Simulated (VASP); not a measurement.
# CdSe (F-43m) in VASP: single point with PBE

Aim: the single point of CdSe with PBE.

Everything below comes from runs of VASP 6.6.1. Logs are shortened: lines on timing, memory, paths and dates and some standing lists are left out, and cuts for length are marked.

### Step 1. The cell of the first run

It takes space group F-43m (No. 216, cubic). Conventional cell: a = 6.397 Å, b = 6.397 Å, c = 6.397 Å, α = 90.00°, β = 90.00°, γ = 90.00°. Within 3.7 Å of Cd (site symmetry -43m) lie 4 Se at 2.77 Å. Se (site symmetry -43m) has 4 Cd at 2.77 Å within 3.7 Å.

### Step 2. Single point, PBE (volume scaled by 1.10)

Contents of INCAR:

```
PREC     = Accurate       # precision mode
ENCUT    = 520            # plane-wave cutoff, eV
EDIFF    = 1E-6           # SCF threshold, eV
ISMEAR   = 0              # smearing method
SIGMA    = 0.02           # smearing width, eV
LREAL    = False          # projectors in reciprocal space
LASPH    = True           # aspherical terms in the spheres
NELM     = 80             # most SCF steps
ALGO     = Normal         # electronic algorithm
ISIF     = 2              # what is computed and relaxed
LWAVE    = False          # write WAVECAR
LCHARG   = False          # write CHGCAR
GGA      = PE             # functional
NBANDS   = 16             # bands
```

Contents of KPOINTS:

```
regular mesh
0
Gamma
  10 10 10
```

Contents of POSCAR:

```
CdSe
1.0
    0.0000000000      3.1984318444      3.1984318444
    3.1984318444      0.0000000000      3.1984318444
    3.1984318444      3.1984318444      0.0000000000
Cd Se
1 1
Direct
    0.0000000000      0.0000000000      0.0000000000
    0.7500000000      0.7500000000      0.7500000000
```

Potentials or basis: VASP PAW PBE potentials, release 64 (Cd, Se).

Launch:

```
cat potpaw_PBE.64/Cd/POTCAR potpaw_PBE.64/Se/POTCAR > POTCAR
mpirun -np 1 vasp_std > vasp.out
```

OUTCAR:

```text
PREC = Accurate
   ENCUT = 520
   EDIFF = 1E-6
   ISMEAR = 0
   LREAL = False
   LASPH = True
   NELM = 80
   ISIF = 2
   GGA = PE

 ion  position               nearest neighbor table
   1  0.000  0.000  0.000-   2 2.77   2 2.77   2 2.77   2 2.77
   2  0.750  0.750  0.750-   1 2.77   1 2.77   1 2.77   1 2.77

  LATTYP: Found a face centered cubic cell.
 ALAT       =     6.3968636888

  Lattice vectors:

 A1 = (   0.0000000000,   3.1984318444,   3.1984318444)
 A2 = (   3.1984318444,   0.0000000000,   3.1984318444)
 A3 = (   3.1984318444,   3.1984318444,   0.0000000000)

Analysis of symmetry for initial positions (statically):
=====================================================================
 Subroutine PRICEL returns:
 Original cell was already a primitive cell.

 Routine SETGRP: Setting up the symmetry group for a
 face centered cubic supercell.

 Subroutine GETGRP returns: Found 24 space group operations
 (whereof 24 operations were pure point group operations)
 out of a pool of 48 trial point group operations.

The static configuration has the point symmetry T_d .

Analysis of symmetry for dynamics (positions and initial velocities):
=====================================================================
 Subroutine PRICEL returns:
 Original cell was already a primitive cell.

 Routine SETGRP: Setting up the symmetry group for a
 face centered cubic supercell.

 Subroutine GETGRP returns: Found 24 space group operations
 (whereof 24 operations were pure point group operations)
 out of a pool of 48 trial point group operations.

The dynamic configuration has the point symmetry T_d .

 Subroutine INISYM returns: Found 24 space group operations
 (whereof 24 operations are pure point group operations),
 and found     1 'primitive' translations

----------------------------------------------------------------------------------------

                                     Primitive cell

  volume of cell :      65.4397

  direct lattice vectors                    reciprocal lattice vectors
     0.000000000  3.198431844  3.198431844    -0.156326608  0.156326608  0.156326608
     3.198431844  0.000000000  3.198431844     0.156326608 -0.156326608  0.156326608
     3.198431844  3.198431844  0.000000000     0.156326608  0.156326608 -0.156326608

  length of vectors
     4.523265693  4.523265693  4.523265693     0.270765627  0.270765627  0.270765627

[... 78 lines left out ...]
   ENCUT  =  520.0 eV  38.22 Ry    6.18 a.u.   8.41  8.41  8.41*2*pi/ulx,y,z
   NELM   =     80;   NELMIN=  2; NELMDL= -5     # of ELM steps
   EDIFF  = 0.1E-05   stopping-criterion for ELM
   LREAL  =      F    real-space projection
   EDIFFG = 0.1E-04   stopping-criterion for IOM
   NSW    =      0    number of steps for IOM
   IBRION =     -1    ionic relax: 0-MD 1-quasi-New 2-CG
   NFREE  =      0    steps in history (QN), initial steepest desc. (CG)
   ISIF   =      2    stress and relaxation
   ISYM   =      2    0-nonsym 1-usesym 2-fastsym
   POTIM  = 0.5000    time-step for ionic-motion
   TEBEG  =    0.0;   TEEND  =   0.0 temperature during run
   PSTRESS=    0.0 pullay stress
   NELECT =      18.0000    total number of electrons
   NUPDOWN=      -1.0000    fix difference up-down
   EMIN   =  10.00;   EMAX   =-10.00  energy-range for DOS
   EFERMI =   0.00;   METHOD = LEGACY
   ISMEAR =     0;   SIGMA  =   0.02  broadening in eV -4-tet -1-fermi 0-gaus
   EFERMI_NEDOS =   21; number of points for ismear=-14 and -15
   IALGO  =     38    algorithm
   IMIX   =      4    mixing-type and parameters
     AMIX     =   0.40;   BMIX     =  1.00
     AMIX_MAG =   1.60;   BMIX_MAG =  1.00
  volume/ion in A,a.u.               =      32.72       220.80
  Fermi-wavevector in a.u.,A,eV,Ry     =   1.064679  2.011951 15.422758  1.133541
  Thomas-Fermi vector in A             =   2.200205
   LORBIT       =      0    0 simple, 1 ext, 2 COOP (PROOUT), +10 PAW based schemes
   GGA     = PE    functional components
   LHFCALC =     F    Hartree Fock is set to
   AEXX    =    0.0000 exact exchange contribution
   IVDW    =     0    specifies the selected vdW correction
   LEPSILON=     F    determine dielectric tensor
   LRPA    =     F    only Hartree local field effects (RPA)
 non-spin polarized calculation
 Gauss-broadening in eV      SIGMA  =   0.02
  energy-cutoff  :      520.00
  volume of cell :       65.44
 maximum number of plane-waves:      1807
 NGX is ok and might be reduce to    36
   NGX = 17   NGY = 17   NGZ = 17

 number of electron      17.9999996 magnetization

 Free energy of the ion-electron system (eV)
  ---------------------------------------------------
  ext. energy  EPLUGINS =         0.00000000
  ---------------------------------------------------
  free energy    TOTEN  =        -5.43760956 eV

  energy without entropy =       -5.43760956  energy(sigma->0) =       -5.43760956

 E-fermi :   0.0128     XC(G=0):  -8.2170

 val. band max:       -0.1436534755   @ k =   0.0000   0.0000   0.0000
 cond. band min:       0.1518137956   @ k =   0.0000   0.0000   0.0000
 fundamental gap:      0.2954672711
 Fermi energy:         0.0128199187

 k-point     1 :       0.0000    0.0000    0.0000
  band No.  band energies     occupation
      1     -12.0054      2.00000
      2      -7.6883      2.00000
      3      -7.6883      2.00000
      4      -7.6883      2.00000
      5      -7.4533      2.00000
      6      -7.4533      2.00000
[... 433 lines left out ...]
      3      -7.5658      2.00000
      4      -7.5236      2.00000
      5      -7.4254      2.00000
      6      -7.3249      2.00000
[... 8 lines left out ...]
     15      11.6823      0.00000
     16      12.5795      0.00000

 [... further k-points ...]

------------------------ aborting loop because EDIFF is reached ----------------------------------------

  FORCE on cell =-STRESS in cart. coord.  units (eV):
  Direction    XX          YY          ZZ          XY          YZ          ZX
  --------------------------------------------------------------------------------------
  -------------------------------------------------------------------------------------
  Total       -1.3305990     -1.3305990     -1.3305990     -0.0000000     -0.0000000      0.0000000
  in kB      -32.5774052    -32.5774052    -32.5774052     -0.0000000     -0.0000000      0.0000000
  external PRESSURE =     -32.5774052 kB  Pullay stress =       0.0000000 kB

 VOLUME and BASIS-vectors are now :
 -----------------------------------------------------------------------------
  energy-cutoff  :      520.00
  volume of cell :       65.44
      direct lattice vectors                 reciprocal lattice vectors
     0.000000000  3.198431844  3.198431844    -0.156326608  0.156326608  0.156326608
     3.198431844  0.000000000  3.198431844     0.156326608 -0.156326608  0.156326608
     3.198431844  3.198431844  0.000000000     0.156326608  0.156326608 -0.156326608

 POSITION                                       TOTAL-FORCE (eV/Angst)
 -----------------------------------------------------------------------------------
      0.00000      0.00000      0.00000         0.000000      0.000000      0.000000
      4.79765      4.79765      4.79765        -0.000000     -0.000000     -0.000000
 -----------------------------------------------------------------------------------
    total drift:                                0.000000      0.000000      0.000000

  FREE ENERGIE OF THE ION-ELECTRON SYSTEM (eV)
  ---------------------------------------------------
  free  energy   TOTEN  =        -5.4376095641 eV

  energy  without entropy=       -5.4376095641  energy(sigma->0) =       -5.43760956
```

OSZICAR:

```text
N       E                     dE             d eps       ncg     rms          rms(c)
DAV:   1     0.101937090766E+03    0.10194E+03   -0.86827E+03  1544   0.986E+02
DAV:   2    -0.165545991628E+01   -0.10359E+03   -0.97879E+02  1800   0.239E+02
DAV:   3    -0.582872247410E+01   -0.41733E+01   -0.41654E+01  1792   0.493E+01
DAV:   4    -0.584755595413E+01   -0.18833E-01   -0.18833E-01  1896   0.333E+00
DAV:   5    -0.584768212343E+01   -0.12617E-03   -0.12617E-03  1888   0.240E-01    0.459E+00
DAV:   6    -0.545482870023E+01    0.39285E+00   -0.60910E-01  2120   0.809E+00    0.384E+00
DAV:   7    -0.543645006104E+01    0.18379E-01   -0.12140E-01  1760   0.229E+00    0.174E+00
DAV:   8    -0.543716468483E+01   -0.71462E-03   -0.10091E-02  1744   0.114E+00    0.222E-01
DAV:   9    -0.543747395371E+01   -0.30927E-03   -0.12804E-03  1824   0.381E-01    0.627E-02
DAV:  10    -0.543755178960E+01   -0.77836E-04   -0.13100E-04  1896   0.130E-01    0.474E-02
DAV:  11    -0.543760961700E+01   -0.57827E-04   -0.84601E-05  1848   0.541E-02    0.173E-02
DAV:  12    -0.543760956415E+01    0.52855E-07   -0.10816E-06  1672   0.762E-03
   1 F= -.54376096E+01 E0= -.54376096E+01  d E =-.119343E-25
```

stdout:

```text
POSCAR found type information on POSCAR CdSe
 POSCAR found :  2 types and       2 ions
 scaLAPACK will be used
 LDA part: xc-table for (Slater+PW92), standard interpolation
 POSCAR, INCAR and KPOINTS ok, starting setup
 FFT: planning ... GRIDC
 FFT: planning ... GRID_SOFT
 FFT: planning ... GRID
 WAVECAR not read
 entering main loop
```

It took 23 s on 1 thread of Intel Xeon 6975P-C, shared host; peak memory 0.23 GiB.

What came out:

```
Free energy            : -5.4376 eV
Pressure               : -3.3 GPa
Band gap on the k mesh : 0.30 eV, direct
```
